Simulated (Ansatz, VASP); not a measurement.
RbReSe2 in VASP and in Ansatz

```
CELL_PARAMETERS angstrom
4.07508 0.00000 0.00000
-2.03754 3.52913 0.00000
0.00000 -2.35275 7.69334
ATOMIC_POSITIONS crystal
Re 0.50000 0.00000 0.50000
Se 0.23110 0.46220 0.69330
Se 0.76890 0.53780 0.30670
Rb 0.00000 0.00000 0.00000
```

Alike in both runs: task single point; functional PBE; k mesh 10 × 10 × 10; no spin polarisation.

|  | VASP | Ansatz |
| --- | --- | --- |
| version | VASP 6.6.1 | Ansatz 0.2.0 |
| potentials or method | VASP PAW PBE potentials, release 64 (Re, Se, Rb_sv), cutoff 520 eV | PAW plane waves |
| occupations | fermi-dirac, width 0.1 eV | fermi-dirac |
| valence electrons in the cell | 28 | 56 |

```tsv
	VASP	Ansatz	Ansatz less VASP
pressure (GPa)	-8.7	-8.7	-0.02
traceless stress, the component that is largest in VASP (GPa)	0.13	0.12	-0.001
rms of the force components (eV/Å)	0.912	0.907	-0.0052
```

Atom by atom the forces differ by 0.005 eV/Å (rms over components). VASP's potentials hold 28 valence electrons a cell and Ansatz's 56, so a difference there can come from the potentials and not from the codes. Ansatz's warnings: structure snapped to symmetry.

Spin-orbit coupling is off throughout.
